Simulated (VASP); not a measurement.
# Be2Sb3P (Cm) in VASP: settings compared, part 2 of 2

VASP 6.6.1.

**3. Relaxation of cell and atoms, PBEsol**

This run uses another cell than the first one, of 23.73 Å³/atom.

INCAR

```
PREC     = Accurate       # precision mode
ENCUT    = 600            # plane-wave cutoff, eV
EDIFF    = 1E-6           # SCF threshold, eV
ISMEAR   = -1             # smearing method
SIGMA    = 0.03           # smearing width, eV
LREAL    = False          # projectors in reciprocal space
LASPH    = True           # aspherical terms in the spheres
NELM     = 60             # most SCF steps
ALGO     = Normal         # electronic algorithm
ISIF     = 3              # what is computed and relaxed
LWAVE    = False          # write WAVECAR
LCHARG   = False          # write CHGCAR
GGA      = PS             # functional
IBRION   = 2              # ionic algorithm
NSW      = 100            # ionic steps
EDIFFG   = -0.01          # ionic threshold
```

KPOINTS

```
regular mesh
0
Gamma
  6 6 2
```

POSCAR

```
Be2Sb3P
1.0
    3.0160907500     -2.0891604100      0.0000000000
    3.0160907500      2.0891604100      0.0000000000
   -0.2980920600      0.0000000000     11.2993530900
Be Sb P
2 3 1
Direct
    0.6597920000      0.6597920000      0.3340580000
    0.3355470000      0.3355470000      0.8309590000
    0.4076260000      0.4076260000      0.4637790000
    0.5922740000      0.5922740000      0.9631400000
    0.9139900000      0.9139900000      0.2045950000
    0.0907720000      0.0907720000      0.7081880000
```

Potentials or basis: VASP PAW PBE potentials, release 64 (Be, Sb, P).

Started as:

```console
cat potpaw_PBE.64/Be/POTCAR potpaw_PBE.64/Sb/POTCAR potpaw_PBE.64/P/POTCAR > POTCAR
mpirun -np 1 vasp_std > vasp.out
```

Wall time 30 min (1 thread of Intel Xeon 6975P-C (Granite Rapids), shared host); peak memory 0.34 GiB.

It converged, with:

| Quantity | Value |
| --- | --- |
| Free energy | -26.3819 eV |
| Relaxed volume | 19.80 Å³/atom |
| Relaxed cell | a = 3.749 Å, b = 3.749 Å, c = 9.938 Å, α = 93.04°, β = 93.04°, γ = 58.43° |
| Space group after relaxing (to 0.1 Å) | Cm (No. 8) |
| Energy gained by relaxing | 682.6 meV/atom |
| Ionic steps | 76 |
| Pressure after relaxing | 0.0 GPa |
| Largest force after relaxing | 0.010 eV/Å |
| Band gap on the k mesh | zero (bands 12 and 13 overlap by 2.37 eV) |

Forces in eV/Å, atoms in the order of the input:
```
Be  -0.003  0.000 -0.002
Be   0.004  0.000 -0.006
Sb  -0.007  0.000 -0.005
Sb   0.004  0.000  0.009
Sb  -0.002  0.000  0.000
P    0.004  0.000  0.004
```

The path:
| step | energy change (eV) | largest force (eV/Å) | pressure (GPa) | volume (Å³) |
| --- | --- | --- | --- | --- |
| 1 | 0.0000 | 2.8513 | -0.38 | 142.40 |
| 3 | -1.4169 | 1.8851 | -6.31 | 140.06 |
| 5 | -2.6526 | 1.3983 | -3.08 | 120.41 |
| 7 | -3.0538 | 1.0592 | -0.20 | 113.83 |
| 9 | -3.3322 | 0.7205 | 0.73 | 112.97 |
| 11 | -3.3364 | 0.7006 | 1.01 | 112.87 |
| 13 | -3.5605 | 0.4076 | -2.69 | 119.79 |
| 15 | -3.6373 | 0.9235 | 2.29 | 113.11 |
| 17 | -3.7134 | 0.7140 | 0.88 | 114.60 |
| 19 | -3.7676 | 0.4736 | -0.60 | 116.48 |
| 21 | -3.8244 | 0.4223 | -1.39 | 117.29 |
| 23 | -3.8602 | 0.4433 | 0.07 | 115.09 |
| 25 | -3.9200 | 0.3829 | 1.06 | 113.95 |
| 27 | -3.9250 | 0.3891 | 1.51 | 113.55 |
| 29 | -3.9729 | 0.3810 | -0.38 | 116.82 |
| 31 | -3.9906 | 0.3367 | -0.46 | 117.24 |
| 33 | -4.0199 | 0.2921 | 0.49 | 116.46 |
| 35 | -4.0425 | 0.2293 | -0.23 | 117.88 |
| 37 | -4.0574 | 0.1756 | 0.50 | 116.95 |
| 39 | -4.0658 | 0.1493 | -0.31 | 118.29 |
| 41 | -4.0691 | 0.0728 | 0.14 | 117.67 |
| 43 | -4.0707 | 0.0403 | -0.03 | 117.99 |
| 45 | -4.0714 | 0.0470 | 0.09 | 117.82 |
| 47 | -4.0719 | 0.0645 | -0.17 | 118.25 |
| 49 | -4.0726 | 0.0690 | -0.15 | 118.24 |
| 51 | -4.0766 | 0.1304 | -0.02 | 118.18 |
| 53 | -4.0805 | 0.2318 | 0.27 | 118.05 |
| 55 | -4.0809 | 0.2203 | 0.22 | 118.08 |
| 57 | -4.0819 | 0.2222 | 0.27 | 118.16 |
| 59 | -4.0845 | 0.1894 | 0.17 | 118.35 |
| 61 | -4.0900 | 0.1047 | -0.26 | 119.20 |
| 63 | -4.0924 | 0.0741 | 0.18 | 118.54 |
| 65 | -4.0934 | 0.0605 | 0.18 | 118.57 |
| 67 | -4.0949 | 0.0331 | -0.02 | 118.88 |
| 69 | -4.0952 | 0.0319 | 0.01 | 118.83 |
| 71 | -4.0953 | 0.0176 | 0.00 | 118.85 |
| 73 | -4.0955 | 0.0165 | -0.05 | 118.89 |
| 75 | -4.0955 | 0.0160 | 0.04 | 118.76 |
| 76 | -4.0956 | 0.0097 | 0.03 | 118.79 |

Final structure:
```cif
data_structure
_symmetry_space_group_name_H-M 'P 1'
_symmetry_Int_Tables_number 1
_cell_length_a 3.7491
_cell_length_b 3.7491
_cell_length_c 9.9378
_cell_angle_alpha 93.040
_cell_angle_beta 93.040
_cell_angle_gamma 58.429
_cell_volume 118.79
loop_
_atom_site_label
_atom_site_type_symbol
_atom_site_fract_x
_atom_site_fract_y
_atom_site_fract_z
_atom_site_occupancy
Be1 Be 0.67010 0.67010 0.34953 1
Be2 Be 0.35592 0.35592 0.73205 1
Sb1 Sb 0.35185 0.35185 0.47890 1
Sb2 Sb 0.60495 0.60495 0.97925 1
Sb3 Sb 0.98344 0.98344 0.20459 1
P1 P 0.03374 0.03374 0.76041 1
```

Levels at points of the mesh, in eV from the Fermi level:
| k point | band 8 | band 9 | band 10 | band 11 | band 12 | band 13 | band 14 | band 15 | band 16 |
| --- | --- | --- | --- | --- | --- | --- | --- | --- | --- |
| (0.00, 0.00, 0.00) | -0.17 | 0.16 | 0.71 | 0.92 | 1.39 | 1.64 | 2.24 | 2.59 | 3.52 |
| (0.50, 0.00, 0.00) | -3.16 | -2.80 | -2.60 | -1.88 | -1.32 | -0.42 | 1.22 | 2.13 | 2.33 |
| (0.50, 0.50, 0.00) | -2.98 | -2.72 | -2.10 | -1.56 | -1.40 | 0.19 | 0.80 | 2.30 | 2.55 |
| (0.00, 0.00, 0.50) | -1.22 | 0.70 | 0.98 | 1.40 | 1.44 | 2.01 | 2.49 | 2.82 | 3.06 |
| (0.50, 0.00, 0.50) | -4.43 | -2.69 | -2.01 | -0.81 | -0.47 | -0.09 | 0.96 | 1.10 | 1.85 |
| (0.50, 0.50, 0.50) | -3.99 | -2.65 | -1.64 | -1.45 | -0.29 | 0.31 | 0.75 | 1.72 | 2.25 |

Caveat: the volume moved by over 15 % at a fixed basis, so the end points are rough; the PAW data sets were made with another functional, which shifts forces and pressure a little; spin-orbit coupling is left out, which moves the levels of the heavy elements.

**4. Single point, r2SCAN+rVV10**

This run uses another cell than the first one, of 20.97 Å³/atom.

POSCAR

```
Be2Sb3P
1.0
    3.4838672028     -1.8191968716     -0.3644366578
    3.4838672028      1.8191968716     -0.3644366578
   -1.6031314737      0.0000000000     10.0961005276
Be Sb P
2 3 1
Direct
    0.5930496881      0.5930496881      0.3685749269
    0.3643538142      0.3643538142      0.7235215666
    0.3275720708      0.3275720708      0.4745502426
    0.6301603835      0.6301603835      0.9820949110
    1.0146555272      1.0146555272      0.1863401109
    0.0702095163      0.0702095163      0.7696372420
```

INCAR.step1

```
SYSTEM = Be2Sb3P
PREC     = Accurate       ! precision mode
ENCUT    = 520            ! plane-wave cutoff, eV
ISMEAR   = -1             ! smearing method
SIGMA    = 0.03           ! smearing width, eV
LREAL    = .FALSE.        ! projectors in reciprocal space
LASPH    = .TRUE.         ! aspherical terms in the spheres
NELM     = 80             ! most SCF steps
NBANDS   = 21             ! bands
GGA      = PE             ! functional
ALGO     = Normal         ! electronic algorithm
EDIFF    = 1E-4           ! SCF threshold, eV
LWAVE    = .TRUE.         ! write WAVECAR
LCHARG   = .FALSE.        ! write CHGCAR
```

INCAR.step2

```
SYSTEM = Be2Sb3P
PREC     = Accurate       ! precision mode
ENCUT    = 520            ! plane-wave cutoff, eV
EDIFF    = 1E-6           ! SCF threshold, eV
ISMEAR   = -1             ! smearing method
SIGMA    = 0.03           ! smearing width, eV
LREAL    = .FALSE.        ! projectors in reciprocal space
LASPH    = .TRUE.         ! aspherical terms in the spheres
NELM     = 80             ! most SCF steps
ALGO     = Normal         ! electronic algorithm
ISIF     = 2              ! what is computed and relaxed
LWAVE    = .FALSE.        ! write WAVECAR
LCHARG   = .TRUE.         ! write CHGCAR
METAGGA  = R2SCAN         ! meta-GGA
LMIXTAU  = .TRUE.       
LUSE_VDW = .TRUE.       
IVDW_NL  = 2            
BPARAM   = 11.95        
CPARAM   = 0.0093       
LELF     = .TRUE.         ! ELF
LVHAR    = .TRUE.       
NBANDS   = 21             ! bands
ISTART   = 1
```

KPOINTS

```
regular mesh
0
G
  10 10 4
  0 0 0
```

Started as:

```console
cat potpaw_PBE.64/Be/POTCAR potpaw_PBE.64/Sb/POTCAR potpaw_PBE.64/P/POTCAR > POTCAR
cp INCAR.step1 INCAR
mpirun -np 1 vasp_std > vasp.out
cp INCAR.step2 INCAR
mpirun -np 1 vasp_std > vasp.out
```

Wall time 11 min (1 thread of Intel Xeon 6975P-C (Granite Rapids), shared host); peak memory 0.74 GiB.

Results (log left out):

| Item | Value |
| --- | --- |
| Free energy | -93.0095 eV |
| Pressure | 0.3 GPa |
| Largest force | 0.058 eV/Å |
| Band gap on the k mesh | zero (bands 12 and 13 overlap by 3.02 eV) |

Forces on the atoms (eV/Å):
```
Be   0.024  0.000 -0.029
Be   0.015  0.000 -0.007
Sb  -0.015  0.000  0.000
Sb  -0.033  0.000  0.048
Sb   0.035  0.000  0.023
P   -0.027  0.000 -0.034
```

Stress tensor (GPa, compression positive):
```
0.43 0.00 0.04
0.00 0.39 0.00
0.04 0.00 0.20
```

Levels at points of the mesh, in eV from the Fermi level:
```
           k point  band 8  band 9  band 10  band 11  band 12  band 13  band 14  band 15  band 16  band 17
(0.00, 0.00, 0.00)   -0.46   -0.02     0.64     0.71     0.75     2.11     2.68     2.81     3.43     4.04
(0.50, 0.00, 0.00)   -3.34   -2.90    -2.16    -1.65    -1.25    -0.26     0.80     2.16     2.53     3.20
(0.50, 0.50, 0.00)   -3.56   -2.36    -0.95    -0.70    -0.20     0.50     0.97     2.11     3.55     3.86
(0.00, 0.00, 0.50)   -1.23   -0.34     0.38     0.82     2.05     2.12     2.70     3.38     3.42     3.82
(0.50, 0.00, 0.50)   -3.81   -2.72    -2.24    -1.34    -0.82    -0.44     1.66     1.85     2.07     3.09
(0.50, 0.50, 0.50)   -3.05   -2.58    -2.31    -1.02    -0.44     1.13     2.08     2.28     3.05     3.74
```

Caveat: the PAW data sets were made with another functional, which shifts forces and pressure a little; spin-orbit coupling is left out, which moves the levels of the heavy elements.

**5. Overview**

| task | level | cell | k mesh | cutoff (eV) | gap on the mesh (eV) | pressure (GPa) | largest force (eV/Å) |
| --- | --- | --- | --- | --- | --- | --- | --- |
| single point | PBEsol | a = 3.776, b = 3.776, c = 9.880 Å, angles 98.1, 98.1, 58.4°, 6 atoms, atomic positions A | 6 × 6 × 2 | 520 | none | 0.2 | 0.02 |
| relaxation of cell and atoms | PBEsol | relaxed from a = 3.669, b = 3.669, c = 11.303 Å, angles 91.2, 91.2, 69.4°, 6 atoms, atomic positions B | 6 × 6 × 2 | 600 | none | 0.0 | 0.01 |
| single point | r2SCAN+rVV10 | a = 3.947, b = 3.947, c = 10.223 Å, angles 103.3, 103.3, 54.9°, 6 atoms, atomic positions C | 10 × 10 × 4 | 520 | none | 0.3 | 0.06 |

Alike in all rows: potentials or basis VASP PAW PBE potentials, release 64 (Be, Sb, P); no spin polarisation; smearing fermi-dirac 0.03 eV.

Caveats: the PAW data sets were made with another functional, which shifts forces and pressure a little; spin-orbit coupling is left out, which moves the levels of the heavy elements; the volume moved by over 15 % at a fixed basis, so the end points are rough (at least some runs).

Absolute energies hang on the potentials; compare differences alone.
